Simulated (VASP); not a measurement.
# Be (Pm-3m) in VASP: further runs

The runs below take Be through single point, with PBE.

All numbers are computed with VASP 6.6.1; they aren't measurements. Logs are shortened: lines on timing, memory, paths and dates and some standing lists are left out, and cuts for length are marked.

## Step 1: The cell of the first run

The structure is cubic, space group Pm-3m (No. 221). Conventional cell: a = 2.173 Å, b = 2.173 Å, c = 2.173 Å, α = 90.00°, β = 90.00°, γ = 90.00°. Be (site symmetry m-3m) has 6 Be at 2.17 Å within 2.9 Å.

## Step 2: Single point, PBE

INCAR

```
SYSTEM = Be
PREC     = Accurate       ! precision mode
ENCUT    = 520            ! plane-wave cutoff, eV
EDIFF    = 1E-7           ! SCF threshold, eV
ISMEAR   = -1             ! smearing method
SIGMA    = 0.1            ! smearing width, eV
LREAL    = .FALSE.        ! projectors in reciprocal space
LASPH    = .TRUE.         ! aspherical terms in the spheres
NELM     = 100            ! most SCF steps
ALGO     = Normal         ! electronic algorithm
ISIF     = 2              ! what is computed and relaxed
LWAVE    = .FALSE.        ! write WAVECAR
LCHARG   = .FALSE.        ! write CHGCAR
GGA      = PE             ! functional
NBANDS   = 7              ! bands
```

KPOINTS

```
Automatic mesh
0
G
  15 15 15
  0 0 0
```

POSCAR

```
Be
1.0
    2.1728641133      0.0000000000      0.0000000000
    0.0000000000      2.1728641133      0.0000000000
    0.0000000000      0.0000000000      2.1728641133
Be
1
Direct
    0.0000000000      0.0000000000      0.0000000000
```

Potentials or basis: VASP PAW PBE potentials, release 64 (Be).

On the command line:

```sh
> cat potpaw_PBE.64/Be/POTCAR > POTCAR
> mpirun -np 1 vasp_std > vasp.out
```

OUTCAR:

```text
SYSTEM = Be
   PREC = Accurate
   ENCUT = 520
   EDIFF = 1E-7
   ISMEAR = -1
   LREAL = .FALSE.
   LASPH = .TRUE.
   NELM = 100
   ISIF = 2
   GGA = PE

 ion  position               nearest neighbor table
   1  0.000  0.000  0.000-

  LATTYP: Found a simple cubic cell.
 ALAT       =     2.1728641133

  Lattice vectors:

 A1 = (   2.1728641133,   0.0000000000,   0.0000000000)
 A2 = (   0.0000000000,   2.1728641133,   0.0000000000)
 A3 = (   0.0000000000,   0.0000000000,   2.1728641133)

Analysis of symmetry for initial positions (statically):
=====================================================================
 Subroutine PRICEL returns:
 Original cell was already a primitive cell.

 Routine SETGRP: Setting up the symmetry group for a
 simple cubic supercell.

 Subroutine GETGRP returns: Found 48 space group operations
 (whereof 48 operations were pure point group operations)
 out of a pool of 48 trial point group operations.

The static configuration has the point symmetry O_h .

Analysis of symmetry for dynamics (positions and initial velocities):
=====================================================================
 Subroutine PRICEL returns:
 Original cell was already a primitive cell.

 Routine SETGRP: Setting up the symmetry group for a
 simple cubic supercell.

 Subroutine GETGRP returns: Found 48 space group operations
 (whereof 48 operations were pure point group operations)
 out of a pool of 48 trial point group operations.

The dynamic configuration has the point symmetry O_h .

 Subroutine INISYM returns: Found 48 space group operations
 (whereof 48 operations are pure point group operations),
 and found     1 'primitive' translations

----------------------------------------------------------------------------------------

                                     Primitive cell

  volume of cell :      10.2588

  direct lattice vectors                    reciprocal lattice vectors
     2.172864113  0.000000000  0.000000000     0.460222061  0.000000000  0.000000000
     0.000000000  2.172864113  0.000000000     0.000000000  0.460222061  0.000000000
     0.000000000  0.000000000  2.172864113     0.000000000  0.000000000  0.460222061

  length of vectors
     2.172864113  2.172864113  2.172864113     0.460222061  0.460222061  0.460222061

  position of ions in fractional coordinates (direct lattice)
     0.000000000  0.000000000  0.000000000

  ion indices of the primitive-cell ions
   primitive index   ion index
                 1           1

----------------------------------------------------------------------------------------

 KPOINTS: Automatic mesh

Automatic generation of k-mesh.
 Grid dimensions read from file:
 generate k-points for:   15   15   15

 Generating k-lattice:

  Cartesian coordinates                     Fractional coordinates (reciprocal lattice)
     0.030681471  0.000000000  0.000000000     0.066666667  0.000000000  0.000000000
     0.000000000  0.030681471  0.000000000     0.000000000  0.066666667  0.000000000
     0.000000000  0.000000000  0.030681471     0.000000000  0.000000000  0.066666667

  Length of vectors
     0.030681471  0.030681471  0.030681471

  Shift w.r.t. Gamma in fractional coordinates (k-lattice)
     0.000000000  0.000000000  0.000000000

 Subroutine IBZKPT returns following result:
 ===========================================

 Found    120 irreducible k-points:

 Following reciprocal coordinates:
            Coordinates               Weight
  0.000000  0.000000  0.000000      1.000000
  0.066667  0.000000  0.000000      6.000000
  0.133333  0.000000  0.000000      6.000000
  0.200000  0.000000  0.000000      6.000000
  0.266667  0.000000  0.000000      6.000000
  0.333333  0.000000  0.000000      6.000000
[... 16 lines left out ...]
  0.266667  0.200000  0.000000     24.000000
  0.333333  0.200000  0.000000     24.000000
 [... further k-points ...]
   k-points           NKPTS =    120   k-points in BZ     NKDIM =    120   number of bands    NBANDS=      7
   number of dos      NEDOS =    301   number of ions     NIONS =      1
   total plane-waves  NPLWV =   4096
   dimension x,y,z NGX =    16 NGY =   16 NGZ =   16
   dimension x,y,z NGXF=    32 NGYF=   32 NGZF=   32
   ions per type =               1
   NGX,Y,Z   is equivalent  to a cutoff of  12.24, 12.24, 12.24 a.u.
   NGXF,Y,Z  is equivalent  to a cutoff of  24.48, 24.48, 24.48 a.u.
 SYSTEM =  Be
   PREC   = accura    normal or accurate (medium, high low for compatibility)
   ISTART =      0    job   : 0-new  1-cont  2-samecut
   ICHARG =      2    charge: 1-file 2-atom 10-const
   ISPIN  =      1    spin polarized calculation?
   LNONCOLLINEAR =      F non collinear calculations
   LSORBIT =      F    spin-orbit coupling
   LASPH  =      T    aspherical Exc in radial PAW
   ENCUT  =  520.0 eV  38.22 Ry    6.18 a.u.   4.04  4.04  4.04*2*pi/ulx,y,z
   NELM   =    100;   NELMIN=  2; NELMDL= -5     # of ELM steps
   EDIFF  = 0.1E-06   stopping-criterion for ELM
   LREAL  =      F    real-space projection
   EDIFFG = 0.1E-05   stopping-criterion for IOM
   NSW    =      0    number of steps for IOM
   IBRION =     -1    ionic relax: 0-MD 1-quasi-New 2-CG
   NFREE  =      0    steps in history (QN), initial steepest desc. (CG)
   ISIF   =      2    stress and relaxation
   ISYM   =      2    0-nonsym 1-usesym 2-fastsym
   POTIM  = 0.5000    time-step for ionic-motion
   TEBEG  =    0.0;   TEEND  =   0.0 temperature during run
   PSTRESS=    0.0 pullay stress
   NELECT =       2.0000    total number of electrons
   NUPDOWN=      -1.0000    fix difference up-down
   EMIN   =  10.00;   EMAX   =-10.00  energy-range for DOS
   EFERMI =   0.00;   METHOD = LEGACY
   ISMEAR =    -1;   SIGMA  =   0.10  broadening in eV -4-tet -1-fermi 0-gaus
   EFERMI_NEDOS =   21; number of points for ismear=-14 and -15
   IALGO  =     38    algorithm
   IMIX   =      4    mixing-type and parameters
     AMIX     =   0.40;   BMIX     =  1.00
     AMIX_MAG =   1.60;   BMIX_MAG =  1.00
  volume/ion in A,a.u.               =      10.26        69.23
  Fermi-wavevector in a.u.,A,eV,Ry     =   0.949261  1.793843 12.260159  0.901096
  Thomas-Fermi vector in A             =   2.077527
   LORBIT       =      0    0 simple, 1 ext, 2 COOP (PROOUT), +10 PAW based schemes
   GGA     = PE    functional components
[... 5 lines left out ...]
 non-spin polarized calculation
  energy-cutoff  :      520.00
  volume of cell :       10.26
 maximum number of plane-waves:       289
   NGX =  9   NGY =  9   NGZ =  9

 number of electron       2.0000000 magnetization

 Free energy of the ion-electron system (eV)
  ---------------------------------------------------
  ext. energy  EPLUGINS =         0.00000000
  ---------------------------------------------------
  free energy    TOTEN  =        -2.76772611 eV

  energy without entropy =       -2.75457787  energy(sigma->0) =       -2.76115199

 E-fermi :   4.8131     XC(G=0):  -9.7614

 val. band max:        4.7707307980   @ k =   0.4667   0.2667   0.1333
 cond. band min:       4.8238985864   @ k =   0.4000   0.0667   0.0000
 fundamental gap:      0.0531677884
 Fermi energy:         4.8130986161

 k-point     1 :       0.0000    0.0000    0.0000
  band No.  band energies     occupation
      1      -4.8986      2.00000
      2      18.3213      0.00000
      3      18.3213      0.00000
      4      18.3213      0.00000
      5      23.9866      0.00000
      6      23.9866      0.00000
      7      32.7070      0.00000

 k-point     2 :       0.0667    0.0000    0.0000
  band No.  band energies     occupation
      1      -4.7885      2.00000
      2      16.8383      0.00000
      3      18.4310      0.00000
      4      18.4310      0.00000
      5      24.1218      0.00000
      6      25.6159      0.00000
      7      32.6244      0.00000

 k-point     3 :       0.1333    0.0000    0.0000
  band No.  band energies     occupation
      1      -4.4587      2.00000
      2      14.2185      0.00000
      3      18.7547      0.00000
      4      18.7547      0.00000
      5      24.5261      0.00000
      6      28.5342      0.00000
      7      32.5127      0.00000

 k-point     4 :       0.2000    0.0000    0.0000
  band No.  band energies     occupation
      1      -3.9117      2.00000
      2      11.5476      0.00000
      3      19.2748      0.00000
      4      19.2748      0.00000
      5      25.1944      0.00000
      6      30.5241      0.00000
      7      33.4706      0.00000

 k-point     5 :       0.2667    0.0000    0.0000
  band No.  band energies     occupation
      1      -3.1533      2.00000
      2       9.0335      0.00000
      3      19.9545      0.00000
      4      19.9545      0.00000
      5      26.1150      0.00000
      6      30.5037      0.00000
      7      36.2352      0.00000
[... 161 lines left out ...]
 k-point    22 :       0.2000    0.2000    0.0000
  band No.  band energies     occupation
      1      -2.9113      2.00000
      2      10.9357      0.00000
      3      14.6987      0.00000
      4      20.2087      0.00000
      5      28.1608      0.00000
      6      30.3862      0.00000
      7      35.4278      0.00000

 k-point    23 :       0.2667    0.2000    0.0000
  band No.  band energies     occupation
      1      -2.1425      2.00000
      2       9.2926      0.00000
      3      14.6811      0.00000
      4      20.8711      0.00000
      5      26.4081      0.00000
      6      31.0950      0.00000
      7      37.4828      0.00000

 k-point    24 :       0.3333    0.2000    0.0000
  band No.  band energies     occupation
      1      -1.1722      2.00000
      2       7.3085      0.00000
      3      15.3759      0.00000
      4      21.6145      0.00000
      5      24.4337      0.00000
      6      31.8650      0.00000
      7      37.1042      0.00000

 [... further k-points ...]

------------------------ aborting loop because EDIFF is reached ----------------------------------------

  FORCE on cell =-STRESS in cart. coord.  units (eV):
  Direction    XX          YY          ZZ          XY          YZ          ZX
  --------------------------------------------------------------------------------------
  -------------------------------------------------------------------------------------
  Total        0.0045823      0.0045823      0.0045823      0.0000000      0.0000000      0.0000000
  in kB        0.7156485      0.7156485      0.7156485      0.0000000      0.0000000      0.0000000
  external PRESSURE =       0.7156485 kB  Pullay stress =       0.0000000 kB

 VOLUME and BASIS-vectors are now :
 -----------------------------------------------------------------------------
  energy-cutoff  :      520.00
  volume of cell :       10.26
      direct lattice vectors                 reciprocal lattice vectors
     2.172864113  0.000000000  0.000000000     0.460222061  0.000000000  0.000000000
     0.000000000  2.172864113  0.000000000     0.000000000  0.460222061  0.000000000
     0.000000000  0.000000000  2.172864113     0.000000000  0.000000000  0.460222061

 POSITION                                       TOTAL-FORCE (eV/Angst)
 -----------------------------------------------------------------------------------
      0.00000      0.00000      0.00000         0.000000      0.000000      0.000000
 -----------------------------------------------------------------------------------
    total drift:                                0.000000     -0.000000     -0.000000

  FREE ENERGIE OF THE ION-ELECTRON SYSTEM (eV)
  ---------------------------------------------------
  free  energy   TOTEN  =        -2.7677261114 eV

  energy  without entropy=       -2.7545778690  energy(sigma->0) =       -2.76115199
```

It took 1.9 s on 1 thread of Intel Xeon 6975P-C (Granite Rapids), shared host; peak memory 0.11 GiB.

What came out:

```yaml
Free_energy: -2.7677 eV
Pressure: 0.1 GPa
Band_gap_on_the_k_mesh: zero (band 1 reaches 9.66 eV, above the bottom of band 2 at 3.27 eV)
```

## Step 3: Single point, PBE (volume scaled by 0.88)

INCAR

```
PREC     = Accurate       # precision mode
ENCUT    = 520            # plane-wave cutoff, eV
EDIFF    = 1E-6           # SCF threshold, eV
ISMEAR   = -1             # smearing method
SIGMA    = 0.1            # smearing width, eV
LREAL    = F              # projectors in reciprocal space
LASPH    = T              # aspherical terms in the spheres
NELM     = 100            # most SCF steps
ALGO     = Normal         # electronic algorithm
ISIF     = 2              # what is computed and relaxed
LWAVE    = F              # write WAVECAR
LCHARG   = F              # write CHGCAR
GGA      = PE             # functional
NBANDS   = 7              # bands
```

KPOINTS

```
regular mesh
0
Gamma
  16 16 16
```

POSCAR

```
Be
1.0
    2.0822208519      0.0000000000      0.0000000000
    0.0000000000      2.0822208519      0.0000000000
    0.0000000000      0.0000000000      2.0822208519
Be
1
Direct
    0.0000000000      0.0000000000      0.0000000000
```

Potentials or basis: VASP PAW PBE potentials, release 64 (Be).

On the command line:

```sh
> cat potpaw_PBE.64/Be/POTCAR > POTCAR
> mpirun -np 1 vasp_std > vasp.out
```

Wall time 2 s (1 thread of Intel Xeon 6975P-C (Granite Rapids), shared host); peak memory 0.11 GiB.

It converged, with:

```
Free energy            : -2.7266 eV
Pressure               : 12.2 GPa
Band gap on the k mesh : zero (band 1 reaches 11.65 eV, above the bottom of band 2 at 4.17 eV)
```

Levels at points of the mesh, in eV from the Fermi level:
| k point | band 1 | band 2 | band 3 | band 4 | band 5 | band 6 |
| --- | --- | --- | --- | --- | --- | --- |
| (0.00, 0.00, 0.00) | -10.43 | 14.82 | 14.82 | 14.82 | 20.65 | 20.65 |
| (0.50, 0.00, 0.00) | -5.28 | -1.62 | 18.95 | 18.95 | 26.80 | 27.07 |
| (0.50, 0.50, 0.00) | 0.64 | 0.64 | 6.86 | 8.38 | 22.35 | 35.15 |
| (0.50, 0.50, 0.50) | 5.87 | 5.87 | 5.87 | 14.06 | 14.06 | 14.06 |

## Step 4: Single point, PBE (volume scaled by 0.92)

INCAR

```
PREC = Accurate ; ENCUT = 520
EDIFF = 1E-7 ; ISMEAR = -1
SIGMA = 0.1 ; LREAL = False
LASPH = True ; NELM = 100
ALGO = Normal ; ISIF = 2
LWAVE = False ; LCHARG = False
GGA = PE ; NBANDS = 7
```

KPOINTS is that of step 3.

POSCAR

```
Be
1.0
    2.1133033575      0.0000000000      0.0000000000
    0.0000000000      2.1133033575      0.0000000000
    0.0000000000      0.0000000000      2.1133033575
Be
1
Direct
    0.0000000000      0.0000000000      0.0000000000
```

Potentials or basis: VASP PAW PBE potentials, release 64 (Be).

On the command line:

```sh
> cat potpaw_PBE.64/Be/POTCAR > POTCAR
> mpirun -np 1 vasp_std > vasp.out
```

OUTCAR:

```text
PREC = Accurate
   ENCUT = 520
   EDIFF = 1E-7
   ISMEAR = -1
   LREAL = False
   LASPH = True
   NELM = 100
   ISIF = 2
   GGA = PE

 ion  position               nearest neighbor table
   1  0.000  0.000  0.000-

  LATTYP: Found a simple cubic cell.
 ALAT       =     2.1133033575

  Lattice vectors:

 A1 = (   2.1133033575,   0.0000000000,   0.0000000000)
 A2 = (   0.0000000000,   2.1133033575,   0.0000000000)
 A3 = (   0.0000000000,   0.0000000000,   2.1133033575)

Analysis of symmetry for initial positions (statically):
=====================================================================
 Subroutine PRICEL returns:
 Original cell was already a primitive cell.

 Routine SETGRP: Setting up the symmetry group for a
 simple cubic supercell.

 Subroutine GETGRP returns: Found 48 space group operations
 (whereof 48 operations were pure point group operations)
 out of a pool of 48 trial point group operations.

The static configuration has the point symmetry O_h .

[... 156 lines left out ...]
  energy without entropy =       -2.73966861  energy(sigma->0) =       -2.74569648

 E-fermi :   5.4170     XC(G=0): -10.0222

 val. band max:        5.3843900758   @ k =   0.5000   0.2500   0.1875
 cond. band min:       5.4395345520   @ k =   0.4375   0.1875   0.1250
 fundamental gap:      0.0551444762
 Fermi energy:         5.4169640976

 k-point     1 :       0.0000    0.0000    0.0000
  band No.  band energies     occupation
      1      -4.7346      2.00000
      2      19.7923      0.00000
      3      19.7923      0.00000
      4      19.7923      0.00000
      5      25.5606      0.00000
      6      25.5606      0.00000
      7      35.1853      0.00000
[... 221 lines left out ...]
 k-point    24 :       0.5000    0.1250    0.0000
  band No.  band energies     occupation
      1       0.8660      2.00000
      2       3.9931      2.00000
      3      21.1646      0.00000
      4      24.1116      0.00000
      5      26.4816      0.00000
      6      34.6287      0.00000
      7      35.0510      0.00000

 [... further k-points ...]

------------------------ aborting loop because EDIFF is reached ----------------------------------------

  FORCE on cell =-STRESS in cart. coord.  units (eV):
  Direction    XX          YY          ZZ          XY          YZ          ZX
  --------------------------------------------------------------------------------------
  -------------------------------------------------------------------------------------
  Total        0.4421465      0.4421465      0.4421465      0.0000000      0.0000000      0.0000000
  in kB       75.0569993     75.0569993     75.0569993      0.0000000      0.0000000      0.0000000
  external PRESSURE =      75.0569993 kB  Pullay stress =       0.0000000 kB

 VOLUME and BASIS-vectors are now :
 -----------------------------------------------------------------------------
  energy-cutoff  :      520.00
  volume of cell :        9.44
      direct lattice vectors                 reciprocal lattice vectors
     2.113303357  0.000000000  0.000000000     0.473192832  0.000000000  0.000000000
     0.000000000  2.113303357  0.000000000     0.000000000  0.473192832  0.000000000
     0.000000000  0.000000000  2.113303357     0.000000000  0.000000000  0.473192832

 POSITION                                       TOTAL-FORCE (eV/Angst)
 -----------------------------------------------------------------------------------
      0.00000      0.00000      0.00000         0.000000      0.000000      0.000000
 -----------------------------------------------------------------------------------
    total drift:                               -0.000000     -0.000000     -0.000000

  FREE ENERGIE OF THE ION-ELECTRON SYSTEM (eV)
  ---------------------------------------------------
  free  energy   TOTEN  =        -2.7517243572 eV

  energy  without entropy=       -2.7396686127  energy(sigma->0) =       -2.74569648
```

stdout:

```text
POSCAR found type information on POSCAR Be
 POSCAR found :  1 types and       1 ions
 scaLAPACK will be used
 LDA part: xc-table for (Slater+PW92), standard interpolation
 POSCAR, INCAR and KPOINTS ok, starting setup
 FFT: planning ... GRIDC
 FFT: planning ... GRID_SOFT
 FFT: planning ... GRID
 WAVECAR not read
 entering main loop
```

Run time: 2.3 s. Hardware: 1 thread of Intel Xeon 6975P-C (Granite Rapids), shared host; peak memory 0.11 GiB.

What came out:

```yaml
Free_energy: -2.7517 eV
Pressure: 7.5 GPa
Band_gap_on_the_k_mesh: zero (band 1 reaches 11.12 eV, above the bottom of band 2 at 3.75 eV)
```

## Step 5: Summary

| cell | k mesh | gap on the mesh (eV) | pressure (GPa) |
| --- | --- | --- | --- |
| a = 2.173 Å, 1 atom | 15 × 15 × 15 | none | 0.1 |
| a = 2.082 Å, 1 atom | 16 × 16 × 16 | none | 12.2 |
| a = 2.113 Å, 1 atom | 16 × 16 × 16 | none | 7.5 |

Alike in all rows: task single point; level PBE; potentials or basis VASP PAW PBE potentials, release 64 (Be); no spin polarisation; cutoff (eV) 520; smearing fermi-dirac 0.1 eV.

Total energies depend on the potentials used, so only differences within one code and one set of settings carry meaning.
